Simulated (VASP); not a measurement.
Input of a VASP 6.6.1 run:

Contents of POSCAR:

```
PbSe
1.0
    0.0000000000      3.0606500000      3.0606500000
    3.0606500000      0.0000000000      3.0606500000
    3.0606500000      3.0606500000      0.0000000000
Pb Se
1 1
Direct
   -0.0446350000      0.0446420000      0.0044240000
    0.5189800000      0.4711180000      0.5186840000
```

The input INCAR.step1:

```
  PREC = Accurate
  ENCUT = 550
  ISMEAR = -5
  SIGMA = 0.05
  LREAL = F
  LASPH = T
  NELM = 120
  NBANDS = 17
  GGA = PE
  ALGO = Normal
  EDIFF = 1E-5
  LWAVE = T
  LCHARG = F
  GGA_COMPAT = F
```

File INCAR.step2:

```
  PREC = Accurate
  ENCUT = 550
  EDIFF = 1E-6
  ISMEAR = -5
  SIGMA = 0.05
  LREAL = F
  LASPH = T
  NELM = 120
  ALGO = Normal
  ISIF = 2
  LWAVE = F
  LCHARG = F
  METAGGA = R2SCAN
  LMIXTAU = T
  NBANDS = 17
  ISTART = 1
  GGA_COMPAT = F
```

File KPOINTS:

```
Automatic mesh
0
Gamma
  8 8 8
```

Potentials or basis: VASP PAW PBE potentials, release 64 (Pb_d, Se).

Run with:

```console
$ cat potpaw_PBE.64/Pb_d/POTCAR potpaw_PBE.64/Se/POTCAR > POTCAR
$ cp INCAR.step1 INCAR
$ mpirun -np 1 vasp_std > vasp.out
$ cp INCAR.step2 INCAR
$ mpirun -np 1 vasp_std > vasp.out
```

Task: Estimate the largest force.

Result: 0.419 eV/Å.

Task: Estimate the pressure.

Result: 2.9 GPa.

Task: What does it give for the band gap on the k mesh?

Result: 0.72 eV.

Forces in eV/Å, atoms in the order of the input:
```
Pb  -0.234  0.347 -0.032
Se   0.234 -0.347  0.032
```

Caveat: the cell differs from its parent crystal (atoms moved at random); the PAW data sets were made with another functional, which shifts forces and pressure a little; spin-orbit coupling is left out, which moves the levels of the heavy elements. A k mesh can miss the band edges.
